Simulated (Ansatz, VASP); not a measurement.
# MgO in VASP and in Ansatz

```
Mg O
1.0
     0.00000    2.10216    2.10216
     2.10216    0.00000    2.10216
     2.10216    2.10216    0.00000
Mg O
1 1
Direct
  0.00000 0.00000 0.00000
  0.50000 0.50000 0.50000
```

Alike in both runs: functional r2SCAN; k mesh 8 × 8 × 8; no spin polarisation.

Ansatz relaxed the structure, and its values are those at the end. VASP's run is a single point on that final structure, the one shown.

```csv
,VASP,Ansatz
version,VASP 6.6.1,Ansatz 0.2.0
potentials or method,"VASP PAW PBE potentials, release 64 (Mg_sv, O)","scalar-relativistic, plane waves, PAW"
plane-wave cutoff (eV),920,500
occupations,"gaussian, width 0.01 eV",fixed
valence electrons in the cell,16,16
```

VASP gave:

| Property | Result |
| --- | --- |
| pressure (GPa) | 0.5 |

Problem. What did Ansatz give for the same quantities?

Solution. Pressure (GPa): 0.0.

VASP's potentials were made for PBE, not for r2SCAN.
